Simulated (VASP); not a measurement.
Wanted: the native input for a VASP 6.6.1 run.

| Item | Value |
| --- | --- |
| Task | single point |
| Functional | r2SCAN |
| Potentials or basis | VASP PAW PBE potentials, release 64 (W_sv) |
| Cutoff | 520 eV |
| k mesh | 15 × 15 × 15 |
| Occupations | fermi-dirac, width 0.1 eV |
| Spin | no spin polarisation |
| Dipole correction | no |
| Further INCAR settings | ALGO = Normal; EDIFF = 1e-06; NBANDS = 13 |

The system is W.

```
W
1.0
    -1.56525    1.56525    1.56525
     1.56525   -1.56525    1.56525
     1.56525    1.56525   -1.56525
W
1
Direct
  0.00000 0.00000 0.00000
```

These files were run (other wordings do the same):

POSCAR

```
W
1.0
   -1.5652493329      1.5652493329      1.5652493329
    1.5652493329     -1.5652493329      1.5652493329
    1.5652493329      1.5652493329     -1.5652493329
W
1
Direct
    0.0000000000      0.0000000000      0.0000000000
```

INCAR.step1

```
SYSTEM = W
PREC     = Accurate       ! precision mode
ENCUT    = 520            ! plane-wave cutoff, eV
ISMEAR   = -1             ! smearing method
SIGMA    = 0.1            ! smearing width, eV
LREAL    = .False.        ! projectors in reciprocal space
LASPH    = .True.         ! aspherical terms in the spheres
NELM     = 60             ! most SCF steps
NBANDS   = 13             ! bands
GGA      = PE             ! functional
ALGO     = Normal         ! electronic algorithm
EDIFF    = 1E-4           ! SCF threshold, eV
LWAVE    = .True.         ! write WAVECAR
LCHARG   = .False.        ! write CHGCAR
```

INCAR.step2

```
SYSTEM = W
PREC     = Accurate       ! precision mode
ENCUT    = 520            ! plane-wave cutoff, eV
EDIFF    = 1E-6           ! SCF threshold, eV
ISMEAR   = -1             ! smearing method
SIGMA    = 0.1            ! smearing width, eV
LREAL    = .False.        ! projectors in reciprocal space
LASPH    = .True.         ! aspherical terms in the spheres
NELM     = 60             ! most SCF steps
ALGO     = Normal         ! electronic algorithm
ISIF     = 2              ! what is computed and relaxed
LWAVE    = .False.        ! write WAVECAR
LCHARG   = .False.        ! write CHGCAR
METAGGA  = R2SCAN         ! meta-GGA
LMIXTAU  = .True.       
NBANDS   = 13             ! bands
ISTART   = 1
```

KPOINTS

```
regular mesh
0
Gamma
  15 15 15
  0 0 0
```

Potentials or basis: VASP PAW PBE potentials, release 64 (W_sv).

Launch:

```bash
$ cat potpaw_PBE.64/W_sv/POTCAR > POTCAR
$ cp INCAR.step1 INCAR
$ mpirun -np 1 vasp_std > vasp.out
$ cp INCAR.step2 INCAR
$ mpirun -np 1 vasp_std > vasp.out
```

It gave:

```
Pressure               : 14.1 GPa
Band gap on the k mesh : zero (band 7 reaches 16.79 eV, above the bottom of band 8 at 10.43 eV)
```

Caveat: the PAW data sets were made with another functional, which shifts forces and pressure a little; spin-orbit coupling is left out, which moves the levels of the heavy elements.

Run time: 41 s on 1 thread of Intel(R) Xeon(R) 6975P-C (Granite Rapids), on a shared host, peak memory 0.14 GiB.
